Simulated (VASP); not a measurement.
Input of a VASP 6.6.1 run:

File INCAR:

```
SYSTEM = SnTe
PREC = Accurate ; ENCUT = 600
EDIFF = 1E-6 ; ISMEAR = -1
SIGMA = 0.05 ; LREAL = .FALSE.
LASPH = .TRUE. ; NELM = 100
ALGO = Normal ; ISIF = 3
LWAVE = .FALSE. ; LCHARG = .FALSE.
GGA = PS ; IBRION = 2
NSW = 60 ; EDIFFG = -0.01
```

The input KPOINTS:

```
Automatic mesh
0
G
  7 7 7
  0 0 0
```

The input POSCAR:

```
SnTe
1.0
    0.0000000000      3.1508500000      3.1508500000
    3.1508500000      0.0000000000      3.1508500000
    3.1508500000      3.1508500000      0.0000000000
Te Sn
1 1
Direct
    0.5000000000      0.5000000000      0.5000000000
    0.0000000000      0.0000000000      0.0000000000
```

Potentials or basis: VASP PAW PBE potentials, release 64 (Te, Sn_d).

Run with:

```console
$ cat potpaw_PBE.64/Te/POTCAR potpaw_PBE.64/Sn_d/POTCAR > POTCAR
$ mpirun -np 1 vasp_std > vasp.out
```

Predict the relaxed volume.

31.05 Å³/atom.

What does it give for the relaxed cell?

a = 4.445 Å, b = 4.445 Å, c = 4.445 Å, α = 60.00°, β = 60.00°, γ = 60.00°.

Predict the space group after relaxing (to 0.05 Å).

Fm-3m (No. 225).

Final structure:
```cif
data_structure
_symmetry_space_group_name_H-M 'P 1'
_symmetry_Int_Tables_number 1
_cell_length_a 4.4449
_cell_length_b 4.4449
_cell_length_c 4.4449
_cell_angle_alpha 60.000
_cell_angle_beta 60.000
_cell_angle_gamma 60.000
_cell_volume 62.10
loop_
_atom_site_label
_atom_site_type_symbol
_atom_site_fract_x
_atom_site_fract_y
_atom_site_fract_z
_atom_site_occupancy
Te1 Te 0.50000 0.50000 0.50000 1
Sn1 Sn 0.00000 0.00000 0.00000 1
```

Caveat: the PAW data sets were made with another functional, which shifts forces and pressure a little.
